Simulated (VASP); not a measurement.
Crystal: Pd.

```
Pd
1.0
     0.00000    1.94650    1.94650
     1.94650    0.00000    1.94650
     1.94650    1.94650    0.00000
Pd
1
Cartesian
  0.0000 0.0000 0.0000
```

* Program: VASP 6.6.1
* Task: relaxation of cell and atoms
* Functional: PBEsol
* Potentials or basis: VASP PAW PBE potentials, release 64 (Pd)
* Cutoff: 600 eV
* k mesh: 19 × 19 × 19
* Occupations: methfessel-paxton, width 0.1 eV
* Spin: no spin polarisation

At the start: pressure -3.0 GPa; volume 14.75 Å³/atom.

Q: Where does the relaxation end?

A: Over 3 steps the energy falls by 2.1 meV/atom and the volume is 14.53 Å³/atom (-1.5 %); space group Fm-3m (No. 225, to 0.05 Å).

Step by step:
```csv
step,energy change (eV),largest force (eV/Å),pressure (GPa),volume (Å³)
1,0.0000,0.0000,-2.99,14.75
2,0.0038,0.0000,5.47,14.17
3,-0.0021,0.0000,-0.01,14.53
```

Final structure:
```
Pd
1.0
     0.00000    1.93667    1.93667
     1.93667    0.00000    1.93667
     1.93667    1.93667    0.00000
Pd
1
Direct
  0.00000 0.00000 0.00000
```

Caveat: the PAW data sets were made with another functional, which shifts forces and pressure a little.
